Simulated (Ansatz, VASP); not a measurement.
**One calculation of Bi, two programs**

```
Bi
1.0
     2.24515    1.29624    3.83884
    -2.24515    1.29624    3.83884
     0.00000   -2.59248    3.83884
Bi
2
Cartesian
  0.0000 0.0000 2.7307
  0.0000 0.0000 8.7858
```

Alike in both runs: task single point; functional LDA; k mesh 9 × 9 × 9; occupations fermi-dirac, width 1 eV; no spin polarisation.

```csv
,VASP,Ansatz
version,VASP 6.6.1,Ansatz 0.2.0
potentials or method,"VASP PAW LDA potentials, release 64 (Bi_d), cutoff 520 eV","plane waves (420 eV) with PAW, scalar-relativistic"
valence electrons in the cell,30,30
```

```tsv
	VASP	Ansatz	Ansatz less VASP
pressure (GPa)	4.7	4.6	-0.06
traceless stress, the component that is largest in VASP (GPa)	-0.52	-0.51	+0.009
```

Ansatz warns that its potentials were made for another functional, while VASP's fit it. LDA's correlation is that of Perdew and Zunger in VASP and of Perdew and Wang (1992) in Ansatz.

Spin-orbit coupling is off throughout.
